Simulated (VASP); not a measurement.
A run of VASP 6.6.1:

Contents of INCAR:

```
SYSTEM = TiS2
PREC = Accurate
ENCUT = 500
EDIFF = 1E-6
ISMEAR = 0
SIGMA = 0.1
LREAL = .False.
LASPH = .True.
NELM = 120
ALGO = Normal
ISIF = 2
LWAVE = .False.
LCHARG = .False.
NBANDS = 19
GGA_COMPAT = .False.
```

KPOINTS

```
Automatic mesh
0
Gamma
  12 12 8
  0 0 0
```

POSCAR

```
TiS2
1.0
    3.3588566010      0.0000000000      0.0000000000
   -1.6794283005      2.9088551441      0.0000000000
    0.0000000000      0.0000000000      5.5242797378
Ti S
1 2
Direct
    0.0000000000      0.0000000000      0.0000000000
    0.3333333333      0.6666666667      0.2586983809
    0.6666666667      0.3333333333      0.7413016191
```

Potentials or basis: VASP PAW LDA potentials, release 64 (Ti_sv, S).

Run with:

```sh
$ cat potpaw_LDA.64/Ti_sv/POTCAR potpaw_LDA.64/S/POTCAR > POTCAR
$ mpirun -np 1 vasp_std > vasp.out
```

Hardware: 1 thread of Intel Xeon 8259CL, with other jobs on the host.

**Question.** Estimate the wall time of this run.

**Answer.** Wall time 96 s on 1 thread of Intel Xeon 8259CL, with other jobs on the host, peak memory 0.23 GiB. Counts: scf iterations 15, k points 131.
